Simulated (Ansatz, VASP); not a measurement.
**Two plane-wave programs on PbSe**

INCAR

```
SYSTEM = PbSe
PREC = Accurate
ENCUT = 520
EDIFF = 1E-6
ISMEAR = 0
SIGMA = 0.03
LREAL = .FALSE.
LASPH = .TRUE.
NELM = 80
ALGO = Normal
ISIF = 2
LWAVE = .FALSE.
LCHARG = .FALSE.
GGA = CA
NBANDS = 17
```

Contents of KPOINTS:

```
Automatic mesh
0
G
  10 10 10
  0 0 0
```

File POSCAR:

```
PbSe
1.0
    0.0000000000      3.0621500000      3.0621500000
    3.0621500000      0.0000000000      3.0621500000
    3.0621500000      3.0621500000      0.0000000000
Pb Se
1 1
Direct
    0.0000000000      0.0000000000      0.0000000000
    0.4387685123      0.4387685123      0.5612314877
```

Input for Ansatz:

```yaml
crystal:
  lattice:
    - [0.0, 3.06215, 3.06215]
    - [3.06215, 0.0, 3.06215]
    - [3.06215, 3.06215, 0.0]
  atoms:
    - { symbol: Pb, position: [0.0, 0.0, 0.0] }
    - { symbol: Se, position: [0.4387685123, 0.4387685123, 0.5612314877] }
basis:
  ecutwfc: 420
kpoints:
  mp_grid: { grid: [10, 10, 10] }
hamiltonian:
  xc: lda
scf:
  occupations: { method: gaussian, width: 0.03 }
output:
  forces: true
  stress: true
  eigenvalues: true
```

Change from the starting cell: all Se atoms moved +0.375 Å, as atom 2 towards its neighbour atom 1 (Pb) at 3.062 Å.

Alike in both runs: task single point; functional LDA; k mesh 10 × 10 × 10; occupations gaussian, width 0.03 eV; no spin polarisation.

|  | VASP | Ansatz |
| --- | --- | --- |
| version | VASP 6.6.1 | Ansatz 0.2.0 |
| potentials or method | VASP PAW LDA potentials, release 64 (Pb_d, Se), cutoff 520 eV | scalar-relativistic, plane waves, PAW |
| valence electrons in the cell | 20 | 30 |

|  | VASP | Ansatz | Ansatz less VASP |
| --- | --- | --- | --- |
| gap on the k mesh at the Fermi level (eV) | 1.05 | 1.05 | +0.002 |
| least direct gap on the mesh (eV) | 1.15 | 1.15 | +0.001 |
| pressure (GPa) | 0.1 | 0.0 | -0.12 |
| traceless stress, the component that is largest in VASP (GPa) | 4.05 | 3.99 | -0.057 |
| rms of the force components (eV/Å) | 0.440 | 0.427 | -0.0127 |

LDA's correlation is that of Perdew and Zunger in VASP and of Perdew and Wang (1992) in Ansatz. Atom by atom the forces differ by 0.013 eV/Å (rms over components). VASP's potentials hold 20 valence electrons a cell and Ansatz's 30, so a difference there can come from the potentials and not from the codes.

Spin-orbit coupling is off throughout.
